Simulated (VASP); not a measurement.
Set up this calculation in VASP 6.6.1, as the native input.

| Property | Result |
| --- | --- |
| Task | single point |
| Functional | LDA |
| Potentials or basis | VASP PAW LDA potentials, release 64 (Na_pv, V_sv, S) |
| Cutoff | 520 eV |
| k mesh | 11 × 11 × 11 |
| Occupations | fermi-dirac, width 0.03 eV |
| Spin | no spin polarisation |
| Dipole correction | no |
| Further INCAR settings | ALGO = Normal; EDIFF = 1e-07; NBANDS = 24 |

The structure of NaVS2 lies in POSCAR:

```
NaVS2
1.0
    1.6420070644      0.9480132207      5.8962327017
   -1.6420070644      0.9480132207      5.8962327017
    0.0000000000     -1.8960264413      5.8962327017
Na V S
1 1 2
Direct
    0.5000000000      0.5000000000      0.5000000000
    0.0000000000      0.0000000000      0.0000000000
    0.2643788700      0.2643788700      0.2643788700
    0.7356211300      0.7356211300      0.7356211300
```

These files were run (other wordings do the same):

INCAR

```
PREC     = Accurate       # precision mode
ENCUT    = 520            # plane-wave cutoff, eV
EDIFF    = 1E-7           # SCF threshold, eV
ISMEAR   = -1             # smearing method
SIGMA    = 0.03           # smearing width, eV
LREAL    = False          # projectors in reciprocal space
LASPH    = True           # aspherical terms in the spheres
NELM     = 100            # most SCF steps
ALGO     = Normal         # electronic algorithm
ISIF     = 2              # what is computed and relaxed
LWAVE    = False          # write WAVECAR
LCHARG   = True           # write CHGCAR
GGA      = CA             # functional
LELF     = True           # ELF
LVHAR    = True         
NBANDS   = 24             # bands
```

KPOINTS

```
regular mesh
0
Gamma
  11 11 11
```

Potentials or basis: VASP PAW LDA potentials, release 64 (Na_pv, V_sv, S).

The run is started by

```bash
$ cat potpaw_LDA.64/Na_pv/POTCAR potpaw_LDA.64/V_sv/POTCAR potpaw_LDA.64/S/POTCAR > POTCAR
$ mpirun -np 1 vasp_std > vasp.out
```

Results of the run:

```yaml
Pressure: 20.7 GPa
Largest_force: 1.880 eV/Å
Band_gap_on_the_k_mesh: zero (bands 16 and 17 overlap by 0.75 eV)
```

Caveat: the cell stands under pressure; the run has no spin polarisation, though such a crystal can be magnetic; forces of over 1 eV/Å act on the atoms, so gaps and moduli don't describe the material at rest.

It took 4.1 min on 1 thread of Intel(R) Xeon(R) 6975P-C (Granite Rapids), with other jobs on the host, peak memory 0.38 GiB.
